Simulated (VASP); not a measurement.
# Ta2AlN2: single point with PBE

The system is Ta2AlN2.

```xyz
5
Lattice="2.6972 -2.7384 0.0000 2.6972 2.7384 0.0000 0.0000 0.0000 5.2728" Properties=species:S:1:pos:R:3 pbc="T T T"
Ta    0.0000    0.0000    0.0000
Ta    2.6972    0.0000    0.0000
Al    2.6972    0.0000    2.6364
N     2.6972    2.1282    2.6364
N     2.6972   -2.1282    2.6364
```

The cell was generated, and may not be a known phase.

```json
{"Program": "VASP 6.6.1", "Task": "single point", "Functional": "PBE", "Potentials or basis": "VASP PAW PBE potentials, release 64 (Ta_sv_GW, Al, N)", "Cutoff": "700 eV", "k mesh": "4 × 4 × 4", "Occupations": "gaussian, width 0.1 eV", "Spin": "no spin polarisation", "Dipole correction": "no", "Further INCAR settings": "ALGO = Normal; EDIFF = 1e-06; NBANDS = 28"}
```

- Pressure: -0.1 GPa
- Largest force: 0.345 eV/Å
- Band gap on the k mesh: zero (an odd number of electrons rules out a gap without spin polarisation)

Forces in eV/Å, atoms in the order of the input:
```
Ta   0.000  0.000  0.000
Ta   0.000  0.000  0.000
Al   0.000  0.000  0.000
N    0.000 -0.345  0.000
N    0.000  0.345  0.000
```

Stress tensor (GPa, compression positive):
```
-0.34  0.00  0.00
 0.00  0.33  0.00
 0.00  0.00 -0.26
```

Levels at points of the mesh, in eV from the Fermi level:
```tsv
k point	band 17	band 18	band 19	band 20	band 21	band 22
(0.00, 0.00, 0.00)	-2.03	-1.97	-0.99	-0.87	0.64	0.99
(0.50, 0.00, 0.00)	-1.44	-0.18	-0.07	0.07	0.51	0.75
(0.50, 0.50, 0.00)	-2.46	-1.97	1.11	1.38	1.54	1.58
(0.00, 0.00, 0.50)	-1.46	-1.27	-0.77	-0.67	-0.36	-0.01
(0.50, 0.00, 0.50)	-1.27	-0.88	0.28	0.38	0.63	0.79
(0.50, 0.50, 0.50)	-1.74	-1.54	-1.39	-1.29	0.85	1.69
```

It took 2.1 min on 1 thread of Intel(R) Xeon(R) Platinum 8488C (Sapphire Rapids), on a shared host, peak memory 0.28 GiB.

Caveat: the k points lie up to 0.41 Å⁻¹ apart, too coarse for converged energies and pressures of a metal; the standard files for N, O and F lose accuracy on very short bonds; spin-orbit coupling is left out, which moves the levels of the heavy elements.
